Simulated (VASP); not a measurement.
# SnO2 (Pnnm) in VASP: single point with LDA

Aim: the single point of SnO2 with LDA.

Program: VASP 6.6.1. These are calculated values, not measurements. Logs are shortened: lines on timing, memory, paths and dates and some standing lists are left out, and cuts for length are marked.

## Step 1: The cell of the first run

Symmetry: Pnnm, No. 58, orthorhombic system. Conventional cell: a = 4.722 Å, b = 4.723 Å, c = 3.190 Å, α = 90.00°, β = 90.00°, γ = 90.00°. Sn (site symmetry 2/m) has 6 O at 2.00 to 2.08 Å within 2.7 Å. Within 2.7 Å of O (site symmetry m) lie 3 Sn at 2.00 to 2.08 Å and 1 O at 2.68 Å.

## Step 2: Single point, LDA (atoms shifted along a free coordinate)

File INCAR:

```
SYSTEM = SnO2
PREC = Accurate ; ENCUT = 1340
EDIFF = 1E-6 ; ISMEAR = 0
SIGMA = 0.05 ; LREAL = .False.
LASPH = .True. ; NELM = 120
ALGO = Normal ; ISIF = 2
LWAVE = .False. ; LCHARG = .True.
LELF = .True. ; LVHAR = .True.
NBANDS = 35 ; GGA_COMPAT = .False.
```

File KPOINTS:

```
Automatic mesh
0
Gamma
  6 6 8
  0 0 0
```

File POSCAR:

```
SnO2
1.0
    4.7222897775      0.0000000000      0.0000000000
    0.0000000000      4.7228698889      0.0000000000
    0.0000000000      0.0000000000      3.1904047622
Sn O
2 4
Direct
    0.5000000000      0.5000000000      0.5000000000
    0.0000000000      0.0000000000      0.0000000000
    0.3059833077      0.2932176170      0.0000000000
    0.8059833077      0.2067823830      0.5000000000
    0.1940166923      0.7932176170      0.5000000000
    0.6940166923      0.7067823830      0.0000000000
```

Potentials or basis: VASP PAW LDA potentials, release 64 (Sn_d, O_h).

Launch:

```sh
cat potpaw_LDA.64/Sn_d/POTCAR potpaw_LDA.64/O_h/POTCAR > POTCAR
mpirun -np 1 vasp_std > vasp.out
```

OUTCAR:

```text
SYSTEM = SnO2
   PREC = Accurate
   ENCUT = 1340
   EDIFF = 1E-6
   ISMEAR = 0
   LREAL = .False.
   LASPH = .True.
   NELM = 120
   ISIF = 2

 ion  position               nearest neighbor table
   1  0.500  0.500  0.500-   5 2.00   4 2.00   6 2.08   6 2.08   3 2.08   3 2.08   2 3.70   2 3.70
                             2 3.70   2 3.70   2 3.70   2 3.70   2 3.70   2 3.70
   2  0.000  0.000  0.000-   3 2.00   6 2.00   4 2.08   4 2.08   5 2.08   5 2.08   1 3.70   1 3.70
                             1 3.70   1 3.70   1 3.70   1 3.70   1 3.70   1 3.70
   3  0.306  0.293  0.000-   2 2.00   1 2.08   1 2.08
   4  0.806  0.207  0.500-   1 2.00   2 2.08   2 2.08
   5  0.194  0.793  0.500-   1 2.00   2 2.08   2 2.08
   6  0.694  0.707  0.000-   2 2.00   1 2.08   1 2.08

  LATTYP: Found a simple orthorhombic cell.
 ALAT       =     3.1904047622
 B/A-ratio  =     1.4801538142
 C/A-ratio  =     1.4803356442

  Lattice vectors:

 A1 = (   0.0000000000,   0.0000000000,   3.1904047622)
 A2 = (   4.7222897775,   0.0000000000,   0.0000000000)
 A3 = (   0.0000000000,   4.7228698889,   0.0000000000)

Analysis of symmetry for initial positions (statically):
=====================================================================
 Subroutine PRICEL returns:
 Original cell was already a primitive cell.

 Routine SETGRP: Setting up the symmetry group for a
 simple orthorhombic supercell.

 Subroutine GETGRP returns: Found  8 space group operations
 (whereof  4 operations were pure point group operations)
 out of a pool of  8 trial point group operations.

The static configuration has the point symmetry C_2h.
 The point group associated with its full space group is D_2h.

Analysis of symmetry for dynamics (positions and initial velocities):
=====================================================================
 Subroutine PRICEL returns:
 Original cell was already a primitive cell.

 Routine SETGRP: Setting up the symmetry group for a
 simple orthorhombic supercell.

 Subroutine GETGRP returns: Found  8 space group operations
 (whereof  4 operations were pure point group operations)
 out of a pool of  8 trial point group operations.

The dynamic configuration has the point symmetry C_2h.
 The point group associated with its full space group is D_2h.

 Subroutine INISYM returns: Found  8 space group operations
 (whereof  4 operations are pure point group operations),
 and found     1 'primitive' translations

----------------------------------------------------------------------------------------

                                     Primitive cell

  volume of cell :      71.1548

  direct lattice vectors                    reciprocal lattice vectors
     4.722289778  0.000000000  0.000000000     0.211761676  0.000000000  0.000000000
     0.000000000  4.722869889  0.000000000     0.000000000  0.211735666  0.000000000
     0.000000000  0.000000000  3.190404762     0.000000000  0.000000000  0.313439853

  length of vectors
     4.722289778  4.722869889  3.190404762     0.211761676  0.211735666  0.313439853

  position of ions in fractional coordinates (direct lattice)
     0.500000000  0.500000000  0.500000000
     0.000000000  0.000000000  0.000000000
     0.305983308  0.293217617  0.000000000
     0.805983308  0.206782383  0.500000000
     0.194016692  0.793217617  0.500000000
     0.694016692  0.706782383  0.000000000

  ion indices of the primitive-cell ions
   primitive index   ion index
                 1           1
                 2           2
                 3           3
                 4           4
                 5           5
                 6           6

----------------------------------------------------------------------------------------

 KPOINTS: Automatic mesh

Automatic generation of k-mesh.
 Grid dimensions read from file:
 generate k-points for:    6    6    8

 Generating k-lattice:

  Cartesian coordinates                     Fractional coordinates (reciprocal lattice)
     0.035293613  0.000000000  0.000000000     0.166666667  0.000000000  0.000000000
     0.000000000  0.035289278  0.000000000     0.000000000  0.166666667  0.000000000
     0.000000000  0.000000000  0.039179982     0.000000000  0.000000000  0.125000000

  Length of vectors
     0.035293613  0.035289278  0.039179982

  Shift w.r.t. Gamma in fractional coordinates (k-lattice)
     0.000000000  0.000000000  0.000000000

 Subroutine IBZKPT returns following result:
 ===========================================

 Found     80 irreducible k-points:

 Following reciprocal coordinates:
            Coordinates               Weight
  0.000000  0.000000  0.000000      1.000000
  0.166667  0.000000  0.000000      2.000000
  0.333333  0.000000  0.000000      2.000000
  0.500000  0.000000  0.000000      1.000000
  0.000000  0.166667  0.000000      2.000000
  0.166667  0.166667  0.000000      4.000000
[... 16 lines left out ...]
  0.333333  0.166667  0.125000      8.000000
  0.500000  0.166667  0.125000      4.000000
 [... further k-points ...]
   k-points           NKPTS =     80   k-points in BZ     NKDIM =     80   number of bands    NBANDS=     35
   number of dos      NEDOS =    301   number of ions     NIONS =      6
   total plane-waves  NPLWV = 125440
   dimension x,y,z NGX =    56 NGY =   56 NGZ =   40
   dimension x,y,z NGXF=   112 NGYF=  112 NGZF=   80
   ions per type =               2   4
   NGX,Y,Z   is equivalent  to a cutoff of  19.71, 19.71, 20.84 a.u.
   NGXF,Y,Z  is equivalent  to a cutoff of  39.43, 39.42, 41.69 a.u.
 SYSTEM =  SnO2
   PREC   = accura    normal or accurate (medium, high low for compatibility)
   ISTART =      0    job   : 0-new  1-cont  2-samecut
   ICHARG =      2    charge: 1-file 2-atom 10-const
   ISPIN  =      1    spin polarized calculation?
   LNONCOLLINEAR =      F non collinear calculations
   LSORBIT =      F    spin-orbit coupling
   LASPH  =      T    aspherical Exc in radial PAW
   ENCUT  = 1340.0 eV  98.49 Ry    9.92 a.u.  14.09 14.10  9.52*2*pi/ulx,y,z
   NELM   =    120;   NELMIN=  2; NELMDL= -5     # of ELM steps
   EDIFF  = 0.1E-05   stopping-criterion for ELM
   LREAL  =      F    real-space projection
   EDIFFG = 0.1E-04   stopping-criterion for IOM
   NSW    =      0    number of steps for IOM
   IBRION =     -1    ionic relax: 0-MD 1-quasi-New 2-CG
   NFREE  =      0    steps in history (QN), initial steepest desc. (CG)
   ISIF   =      2    stress and relaxation
   ISYM   =      2    0-nonsym 1-usesym 2-fastsym
   POTIM  = 0.5000    time-step for ionic-motion
   TEBEG  =    0.0;   TEEND  =   0.0 temperature during run
   PSTRESS=    0.0 pullay stress
   NELECT =      52.0000    total number of electrons
   NUPDOWN=      -1.0000    fix difference up-down
   EMIN   =  10.00;   EMAX   =-10.00  energy-range for DOS
   EFERMI =   0.00;   METHOD = LEGACY
   ISMEAR =     0;   SIGMA  =   0.05  broadening in eV -4-tet -1-fermi 0-gaus
   EFERMI_NEDOS =   21; number of points for ismear=-14 and -15
   IALGO  =     38    algorithm
   IMIX   =      4    mixing-type and parameters
     AMIX     =   0.40;   BMIX     =  1.00
     AMIX_MAG =   1.60;   BMIX_MAG =  1.00
  volume/ion in A,a.u.               =      11.86        80.03
  Fermi-wavevector in a.u.,A,eV,Ry     =   1.474601  2.786592 29.585156  2.174448
  Thomas-Fermi vector in A             =   2.589352
   LORBIT       =      0    0 simple, 1 ext, 2 COOP (PROOUT), +10 PAW based schemes
   GGA     = CA    functional components
   LHFCALC =     F    Hartree Fock is set to
   AEXX    =    0.0000 exact exchange contribution
   IVDW    =     0    specifies the selected vdW correction
   LEPSILON=     F    determine dielectric tensor
   LRPA    =     F    only Hartree local field effects (RPA)
 non-spin polarized calculation
 Gauss-broadening in eV      SIGMA  =   0.05
  energy-cutoff  :     1340.00
  volume of cell :       71.15
 maximum number of plane-waves:      7972
   NGX = 29   NGY = 29   NGZ = 19

 number of electron      51.9999999 magnetization

 Free energy of the ion-electron system (eV)
  ---------------------------------------------------
  ext. energy  EPLUGINS =         0.00000000
  ---------------------------------------------------
  free energy    TOTEN  =       -42.24062970 eV

  energy without entropy =      -42.24062970  energy(sigma->0) =      -42.24062970

 E-fermi :   6.5727     XC(G=0): -11.8451

 val. band max:        6.3696684695   @ k =   0.0000   0.0000   0.0000
 cond. band min:       7.4601208863   @ k =   0.0000   0.0000   0.0000
 fundamental gap:      1.0904524168
 Fermi energy:         6.5726631232

 k-point     1 :       0.0000    0.0000    0.0000
  band No.  band energies     occupation
      1     -14.6843      2.00000
      2     -13.8302      2.00000
      3     -13.6284      2.00000
      4     -13.5944      2.00000
      5     -13.5866      2.00000
      6     -13.5843      2.00000
[... 27 lines left out ...]
     34      18.5099      0.00000
     35      18.7931      0.00000

 k-point     2 :       0.1667    0.0000    0.0000
  band No.  band energies     occupation
      1     -14.6403      2.00000
      2     -13.8960      2.00000
      3     -13.6278      2.00000
      4     -13.6095      2.00000
      5     -13.5839      2.00000
      6     -13.5820      2.00000
[... 27 lines left out ...]
     34      18.4890      0.00000
     35      18.5587      0.00000

 k-point     3 :       0.3333    0.0000    0.0000
  band No.  band energies     occupation
      1     -14.5123      2.00000
      2     -14.0842      2.00000
      3     -13.6265      2.00000
      4     -13.6221      2.00000
      5     -13.5783      2.00000
      6     -13.5774      2.00000
[... 27 lines left out ...]
     34      18.4354      0.00000
     35      18.5333      0.00000
[... 723 lines left out ...]
 k-point    23 :       0.3333    0.1667    0.1250
  band No.  band energies     occupation
      1     -14.4592      2.00000
      2     -14.1367      2.00000
      3     -13.7161      2.00000
      4     -13.6963      2.00000
      5     -13.5821      2.00000
      6     -13.5422      2.00000
[... 27 lines left out ...]
     34      18.2429      0.00000
     35      18.5664      0.00000

 k-point    24 :       0.5000    0.1667    0.1250
  band No.  band energies     occupation
      1     -14.3137      2.00000
      2     -14.3137      2.00000
      3     -13.7074      2.00000
      4     -13.7074      2.00000
      5     -13.5611      2.00000
      6     -13.5611      2.00000
[... 27 lines left out ...]
     34      18.3334      0.00000
     35      18.5391      0.00000

 [... further k-points ...]

------------------------ aborting loop because EDIFF is reached ----------------------------------------

  FORCE on cell =-STRESS in cart. coord.  units (eV):
  Direction    XX          YY          ZZ          XY          YZ          ZX
  --------------------------------------------------------------------------------------
  -------------------------------------------------------------------------------------
  Total        0.5897037      0.0308209     -0.6096986     -0.0000000      0.0000000      0.0000000
  in kB       13.2782263      0.6939877    -13.7284461     -0.0000000      0.0000000      0.0000000
  external PRESSURE =       0.0812560 kB  Pullay stress =       0.0000000 kB

 VOLUME and BASIS-vectors are now :
 -----------------------------------------------------------------------------
  energy-cutoff  :     1340.00
  volume of cell :       71.15
      direct lattice vectors                 reciprocal lattice vectors
     4.722289778  0.000000000  0.000000000     0.211761676  0.000000000  0.000000000
     0.000000000  4.722869889  0.000000000     0.000000000  0.211735666  0.000000000
     0.000000000  0.000000000  3.190404762     0.000000000  0.000000000  0.313439853

 POSITION                                       TOTAL-FORCE (eV/Angst)
 -----------------------------------------------------------------------------------
      2.36114      2.36143      1.59520        -0.000000      0.000000      0.000000
      0.00000      0.00000      0.00000        -0.000000      0.000000      0.000000
      1.44494      1.38483      0.00000         0.666456      0.708796      0.000000
      3.80609      0.97661      1.59520         0.666456     -0.708796     -0.000000
      0.91620      3.74626      1.59520        -0.666456      0.708796      0.000000
      3.27735      3.33804      0.00000        -0.666456     -0.708796      0.000000
 -----------------------------------------------------------------------------------
    total drift:                               -0.000000     -0.000000      0.000000

  FREE ENERGIE OF THE ION-ELECTRON SYSTEM (eV)
  ---------------------------------------------------
  free  energy   TOTEN  =       -42.2406296959 eV

  energy  without entropy=      -42.2406296959  energy(sigma->0) =      -42.24062970
```

Run time: 8.9 min. Hardware: 1 thread of Intel Xeon Platinum 8488C (Sapphire Rapids), shared host; peak memory 0.73 GiB.

What came out:

| Quantity | Value |
| --- | --- |
| Free energy | -42.2406 eV |
| Pressure | 0.0 GPa |
| Largest force | 0.973 eV/Å |
| Band gap on the k mesh | 1.09 eV |

Forces in eV/Å, atoms in the order of the input:
```
Sn   0.000  0.000  0.000
Sn   0.000  0.000  0.000
O    0.666  0.709  0.000
O    0.666 -0.709  0.000
O   -0.666  0.709  0.000
O   -0.666 -0.709  0.000
```

Stress tensor (GPa, compression positive):
```
 1.33  0.00  0.00
 0.00  0.07  0.00
 0.00  0.00 -1.37
```

Levels at points of the mesh, in eV from the valence-band top:
```csv
k point,band 22,band 23,band 24,band 25,band 26,band 27,band 28,band 29,band 30,band 31
"(0.00, 0.00, 0.00)",-1.31,-1.27,-0.83,-0.79,0.00,1.09,6.01,6.03,6.20,9.88
"(0.50, 0.00, 0.00)",-2.21,-1.24,-1.24,-0.64,-0.64,4.39,4.39,7.06,7.06,10.93
"(0.00, 0.50, 0.00)",-2.11,-1.24,-1.24,-0.58,-0.58,4.32,4.32,6.84,6.84,11.06
"(0.50, 0.50, 0.00)",-2.25,-1.38,-1.38,-0.92,-0.92,4.89,4.89,7.40,7.40,11.01
"(0.00, 0.00, 0.50)",-2.91,-1.75,-1.75,-1.25,-1.25,5.93,5.93,9.43,9.43,10.37
"(0.50, 0.00, 0.50)",-1.78,-1.18,-1.18,-0.69,-0.69,6.20,6.20,7.79,7.79,10.77
"(0.00, 0.50, 0.50)",-1.89,-1.09,-1.09,-0.77,-0.77,6.24,6.24,7.86,7.86,10.57
"(0.50, 0.50, 0.50)",-2.22,-0.91,-0.91,-0.84,-0.84,4.37,4.37,8.85,8.85,10.72
```

Caveat: the cell differs from its parent crystal (atoms shifted along a free coordinate); spin-orbit coupling is left out, which moves the levels of the heavy elements.
